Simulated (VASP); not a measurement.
# AlN (F-43m) in VASP: notebook, part 2 of 2

VASP 6.6.1. Earlier steps stand in the parts before.

**3. Single point, PBE**

This run uses another cell than the first one, of 10.21 Å³/atom, 0.956 times its volume.

Input file INCAR:

```
SYSTEM = AlN
PREC = Accurate ; ENCUT = 600
EDIFF = 1E-6 ; ISMEAR = 0
SIGMA = 0.01 ; LREAL = .FALSE.
LASPH = .TRUE. ; NELM = 120
ALGO = Normal ; ISIF = 2
LWAVE = .FALSE. ; LCHARG = .FALSE.
GGA = PE ; NBANDS = 11
GGA_COMPAT = .FALSE.
```

Input file KPOINTS:

```
Automatic mesh
0
G
  10 10 10
  0 0 0
```

Input file POSCAR:

```
AlN
1.0
    0.0000000000      2.1690905027      2.1690905027
    2.1690905027      0.0000000000      2.1690905027
    2.1690905027      2.1690905027      0.0000000000
Al N
1 1
Direct
    0.0000000000      0.0000000000      0.0000000000
    0.7500000000      0.7500000000      0.7500000000
```

Potentials or basis: VASP PAW PBE potentials, release 64 (Al, N).

On the command line:

```console
> cat potpaw_PBE.64/Al/POTCAR potpaw_PBE.64/N/POTCAR > POTCAR
> mpirun -np 1 vasp_std > vasp.out
```

OUTCAR:

```text
SYSTEM = AlN
   PREC = Accurate
   ENCUT = 600
   EDIFF = 1E-6
   ISMEAR = 0
   LREAL = .FALSE.
   LASPH = .TRUE.
   NELM = 120
   ISIF = 2
   GGA = PE

 ion  position               nearest neighbor table
   1  0.000  0.000  0.000-   2 1.88   2 1.88   2 1.88   2 1.88
   2  0.750  0.750  0.750-   1 1.88   1 1.88   1 1.88   1 1.88

  LATTYP: Found a face centered cubic cell.
 ALAT       =     4.3381810054

  Lattice vectors:

 A1 = (   0.0000000000,   2.1690905027,   2.1690905027)
 A2 = (   2.1690905027,   0.0000000000,   2.1690905027)
 A3 = (   2.1690905027,   2.1690905027,   0.0000000000)
[... 513 lines left out ...]
      7      18.6685      0.00000
      8      20.9819      0.00000
      9      21.5083      0.00000
     10      27.7170      0.00000
     11      30.0852      0.00000

 [... further k-points ...]
[... 5 lines left out ...]
  --------------------------------------------------------------------------------------
  -------------------------------------------------------------------------------------
  Total        1.1449195      1.1449195      1.1449195     -0.0000000      0.0000000     -0.0000000
  in kB       89.8716089     89.8716089     89.8716089     -0.0000000      0.0000000     -0.0000000
  external PRESSURE =      89.8716089 kB  Pullay stress =       0.0000000 kB

 VOLUME and BASIS-vectors are now :
 -----------------------------------------------------------------------------
  energy-cutoff  :      600.00
  volume of cell :       20.41
      direct lattice vectors                 reciprocal lattice vectors
     0.000000000  2.169090503  2.169090503    -0.230511359  0.230511359  0.230511359
     2.169090503  0.000000000  2.169090503     0.230511359 -0.230511359  0.230511359
     2.169090503  2.169090503  0.000000000     0.230511359  0.230511359 -0.230511359

 POSITION                                       TOTAL-FORCE (eV/Angst)
 -----------------------------------------------------------------------------------
      0.00000      0.00000      0.00000        -0.000000     -0.000000     -0.000000
      3.25364      3.25364      3.25364         0.000000      0.000000      0.000000
 -----------------------------------------------------------------------------------
    total drift:                               -0.000000     -0.000000     -0.000000

  FREE ENERGIE OF THE ION-ELECTRON SYSTEM (eV)
  ---------------------------------------------------
  free  energy   TOTEN  =       -14.8236714769 eV

  energy  without entropy=      -14.8236714769  energy(sigma->0) =      -14.82367148
```

OSZICAR:

```text
N       E                     dE             d eps       ncg     rms          rms(c)
DAV:   1     0.153830139826E+02    0.15383E+02   -0.42646E+03  1050   0.691E+02
DAV:   2    -0.161928522181E+02   -0.31576E+02   -0.30703E+02  1241   0.158E+02
DAV:   3    -0.172386074936E+02   -0.10458E+01   -0.10443E+01  1285   0.275E+01
DAV:   4    -0.172446848786E+02   -0.60774E-02   -0.60766E-02  1166   0.219E+00
DAV:   5    -0.172447609238E+02   -0.76045E-04   -0.76045E-04  1274   0.237E-01    0.872E+00
DAV:   6    -0.148354600729E+02    0.24093E+01   -0.11808E+01  1266   0.182E+01    0.283E+00
DAV:   7    -0.148301004249E+02    0.53596E-02   -0.18382E-01  1172   0.327E+00    0.207E+00
DAV:   8    -0.148250277909E+02    0.50726E-02   -0.27847E-02  1151   0.168E+00    0.579E-01
DAV:   9    -0.148236248535E+02    0.14029E-02   -0.38360E-03  1249   0.396E-01    0.232E-01
DAV:  10    -0.148236598178E+02   -0.34964E-04   -0.45303E-04  1157   0.140E-01    0.230E-02
DAV:  11    -0.148236714441E+02   -0.11626E-04   -0.16946E-05  1202   0.298E-02    0.146E-02
DAV:  12    -0.148236714769E+02   -0.32867E-07   -0.32469E-07   796   0.467E-03
   1 F= -.14823671E+02 E0= -.14823671E+02  d E =-.416722E-35
```

It took 7.4 s on 1 thread of Intel Xeon 6975P-C (Granite Rapids), shared host; peak memory 0.14 GiB.

Results:

```
Free energy            : -14.8237 eV
Pressure               : 9.0 GPa
Band gap on the k mesh : 3.33 eV, indirect (least direct gap 4.38 eV)
```

A k mesh can miss the band edges.

**4. Single point, PBE**

Input file INCAR:

```
PREC = Accurate
ENCUT = 600
EDIFF = 1E-6
ISMEAR = -5
SIGMA = 0.05
LREAL = F
LASPH = T
NELM = 120
ALGO = Normal
ISIF = 2
LWAVE = F
LCHARG = F
GGA = PE
NBANDS = 11
GGA_COMPAT = F
```

Input file KPOINTS:

```
regular mesh
0
Gamma
  8 8 8
```

Input file POSCAR:

```
AlN
1.0
    0.0000000000      2.2015871054      2.2015871054
    2.2015871054      0.0000000000      2.2015871054
    2.2015871054      2.2015871054      0.0000000000
Al N
1 1
Direct
    0.0000000000      0.0000000000      0.0000000000
    0.7500000000      0.7500000000      0.7500000000
```

On the command line:

```console
> cat potpaw_PBE.64/Al/POTCAR potpaw_PBE.64/N/POTCAR > POTCAR
> mpirun -np 1 vasp_std > vasp.out
```

It used 13 s of CPU time on 1 thread of AMD EPYC 7R13 Processor (Zen 3), with other jobs on the host.

The run converged. Its results:

```yaml
Free_energy: -14.8488 eV
Pressure: -0.4 GPa
Band_gap_on_the_k_mesh: 3.31 eV, indirect (least direct gap 3.98 eV)
```

Levels at points of the mesh, in eV from the valence-band top:
```tsv
k point	band 2	band 3	band 4	band 5	band 6	band 7
(0.00, 0.00, 0.00)	0.00	0.00	0.00	3.98	12.32	12.32
(0.50, 0.00, 0.00)	-5.75	-0.48	-0.48	7.16	9.70	11.00
(0.50, 0.50, 0.00)	-4.83	-1.75	-1.75	3.31	8.47	13.64
```

**5. Single point, PBE**

This run uses another cell than the first one, of 8.89 Å³/atom, 0.833 times its volume.

Input file INCAR:

```
SYSTEM = AlN
ALGO = Normal
EDIFF = 1E-6
ENCUT = 600
GGA = PE
GGA_COMPAT = .FALSE.
ISIF = 2
ISMEAR = 0
LASPH = .TRUE.
LCHARG = .FALSE.
LREAL = .FALSE.
LWAVE = .FALSE.
NBANDS = 11
NELM = 120
PREC = Accurate
SIGMA = 0.01
```

Input file KPOINTS:

```
k-points
0
G
  10 10 10
  0 0 0
```

Input file POSCAR:

```
AlN
1.0
    0.0000000000      2.0716686521      2.0716686521
    2.0716686521      0.0000000000      2.0716686521
    2.0716686521      2.0716686521      0.0000000000
Al N
1 1
Direct
    0.0000000000      0.0000000000      0.0000000000
    0.7500000000      0.7500000000      0.7500000000
```

On the command line:

```console
> cat potpaw_PBE.64/Al/POTCAR potpaw_PBE.64/N/POTCAR > POTCAR
> mpirun -np 1 vasp_std > vasp.out
```

It took 4.4 s on 1 thread of Intel Xeon Platinum 8488C (Sapphire Rapids), shared host; peak memory 0.14 GiB.

It converged, with:

```
Free energy            : -14.3715 eV
Pressure               : 49.9 GPa
Band gap on the k mesh : 3.38 eV, indirect (least direct gap 5.32 eV)
```

Levels at points of the mesh, in eV from the valence-band top:
```
           k point  band 1  band 2  band 3  band 4  band 5  band 6  band 7  band 8
(0.00, 0.00, 0.00)  -15.95    0.00    0.00    0.00    5.68   14.21   14.21   14.21
(0.50, 0.00, 0.00)  -13.40   -6.56   -0.49   -0.49    8.87   10.98   12.17   12.17
(0.50, 0.50, 0.00)  -12.60   -5.42   -1.93   -1.93    3.38    9.59   16.31   17.79
```

A k mesh can miss the band edges.

**6. Summary**

```csv
task,cell,k mesh,smearing,gap on the mesh (eV),pressure (GPa)
relaxation of cell and atoms,"relaxed to 9 GPa from a = 3.114 Å, angles 60.0°, 2 atoms",10 × 10 × 10,gaussian 0.01 eV,3.33,9.0
single point,"a = 3.068 Å, angles 60.0°, 2 atoms",10 × 10 × 10,gaussian 0.01 eV,3.33,9.0
single point,"a = 3.114 Å, angles 60.0°, 2 atoms",8 × 8 × 8,tetrahedron,3.31,-0.4
single point,"a = 2.930 Å, angles 60.0°, 2 atoms",10 × 10 × 10,gaussian 0.01 eV,3.38,49.9
```

Alike in all rows: level PBE; potentials or basis VASP PAW PBE potentials, release 64 (Al, N); no spin polarisation; cutoff (eV) 600.

Caveats: the cell is relaxed towards a set pressure, so the enthalpy falls and the energy may rise (some runs).

Total energies depend on the potentials used, so only differences within one code and one set of settings carry meaning.
